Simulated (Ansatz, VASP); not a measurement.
# LiF: VASP beside Ansatz

```xyz
4
Lattice="3.1600 0.0000 0.0000 -1.5800 2.7366 0.0000 0.0000 0.0000 4.7968" Properties=species:S:1:pos:R:3 pbc="T T T"
Li    0.0000    1.8244    1.5833
Li    1.5800    0.9122    3.9817
F     0.0000    1.8244    4.7677
F     1.5800    0.9122    2.3693
```

Alike in both runs: task single point; functional PBE; k mesh 9 × 9 × 6; occupations gaussian, width 0.05 eV; no spin polarisation.

|  | VASP | Ansatz |
| --- | --- | --- |
| version | VASP 6.6.1 | Ansatz 0.2.0 |
| potentials or method | VASP PAW PBE potentials, release 64 (Li_sv, F), cutoff 520 eV | scalar-relativistic, plane waves, PAW |
| valence electrons in the cell | 20 | 20 |

Ansatz gave:

- gap on the k mesh at the Fermi level (eV): 7.58
- least direct gap on the mesh (eV): 7.58
- rms of the force components (eV/Å): 1.063

What did VASP give for the same quantities?

gap on the k mesh at the Fermi level (eV): 7.57; least direct gap on the mesh (eV): 7.57; rms of the force components (eV/Å): 1.129.

Atom by atom the forces differ by 0.067 eV/Å (rms over components). The functional is the same, so the differences come from potentials, cutoffs and numerics.

Noted on VASP's run: the cutoff is under 1.25 times that of the potentials, so the pressure is a little rough.
